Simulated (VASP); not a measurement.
Set up this calculation in VASP 6.6.1, as the native input.

| Quantity | Value |
| --- | --- |
| Task | single point |
| Functional | r2SCAN |
| Potentials or basis | VASP PAW PBE potentials, release 64 (Ga_d, N) |
| Cutoff | 520 eV |
| k mesh | 9 × 9 × 2 |
| Occupations | gaussian, width 0.01 eV |
| Spin | no spin polarisation |
| Dipole correction | no |
| Further INCAR settings | ALGO = Normal; EDIFF = 1e-06; NBANDS = 46 |

GaN:

```
Ga N
1.0
     3.21320    0.00000    0.00000
    -1.60660    2.78271    0.00000
     0.00000    0.00000   10.48004
Ga N
4 4
Cartesian
  0.0000 0.0000 -0.0038
  0.0000 1.8551 2.6193
  0.0000 0.0000 5.2362
  1.6066 0.9276 7.8593
  0.0000 0.0000 1.9665
  0.0000 1.8551 4.5880
  0.0000 0.0000 7.2065
  1.6066 0.9276 9.8280
```

These files were run (other wordings do the same):

POSCAR

```
GaN
1.0
    3.2131980554      0.0000000000      0.0000000000
   -1.6065990277      2.7827111434      0.0000000000
    0.0000000000      0.0000000000     10.4800424388
Ga N
4 4
Direct
    0.0000000000      0.0000000000     -0.0003613151
    0.3333333333      0.6666666667      0.2499322523
    0.0000000000      0.0000000000      0.4996386849
    0.6666666667      0.3333333333      0.7499322523
    0.0000000000      0.0000000000      0.1876438561
    0.3333333333      0.6666666667      0.4377852066
    0.0000000000      0.0000000000      0.6876438561
    0.6666666667      0.3333333333      0.9377852066
```

INCAR.step1

```
SYSTEM = GaN
PREC     = Accurate       ! precision mode
ENCUT    = 520            ! plane-wave cutoff, eV
ISMEAR   = 0              ! smearing method
SIGMA    = 0.01           ! smearing width, eV
LREAL    = .FALSE.        ! projectors in reciprocal space
LASPH    = .TRUE.         ! aspherical terms in the spheres
NELM     = 60             ! most SCF steps
NBANDS   = 46             ! bands
GGA      = PE             ! functional
ALGO     = Normal         ! electronic algorithm
EDIFF    = 1E-4           ! SCF threshold, eV
LWAVE    = .TRUE.         ! write WAVECAR
LCHARG   = .FALSE.        ! write CHGCAR
```

INCAR.step2

```
SYSTEM = GaN
PREC     = Accurate       ! precision mode
ENCUT    = 520            ! plane-wave cutoff, eV
EDIFF    = 1E-6           ! SCF threshold, eV
ISMEAR   = 0              ! smearing method
SIGMA    = 0.01           ! smearing width, eV
LREAL    = .FALSE.        ! projectors in reciprocal space
LASPH    = .TRUE.         ! aspherical terms in the spheres
NELM     = 60             ! most SCF steps
ALGO     = Normal         ! electronic algorithm
ISIF     = 2              ! what is computed and relaxed
LWAVE    = .FALSE.        ! write WAVECAR
LCHARG   = .FALSE.        ! write CHGCAR
METAGGA  = R2SCAN         ! meta-GGA
LMIXTAU  = .TRUE.       
NBANDS   = 46             ! bands
ISTART   = 1
```

KPOINTS

```
Automatic mesh
0
G
  9 9 2
  0 0 0
```

Potentials or basis: VASP PAW PBE potentials, release 64 (Ga_d, N).

The run is started by

```sh
$ cat potpaw_PBE.64/Ga_d/POTCAR potpaw_PBE.64/N/POTCAR > POTCAR
$ cp INCAR.step1 INCAR
$ mpirun -np 1 vasp_std > vasp.out
$ cp INCAR.step2 INCAR
$ mpirun -np 1 vasp_std > vasp.out
```

Results of the run:

The pressure is -4.4 GPa and the largest force is 0.010 eV/Å. The band gap on the k mesh is 2.05 eV.

Caveat: the cell stands under tension; the PAW data sets were made with another functional, which shifts forces and pressure a little.

It took 2.8 min on 1 thread of Intel(R) Xeon(R) 6975P-C (Granite Rapids), on a shared host, peak memory 0.26 GiB.
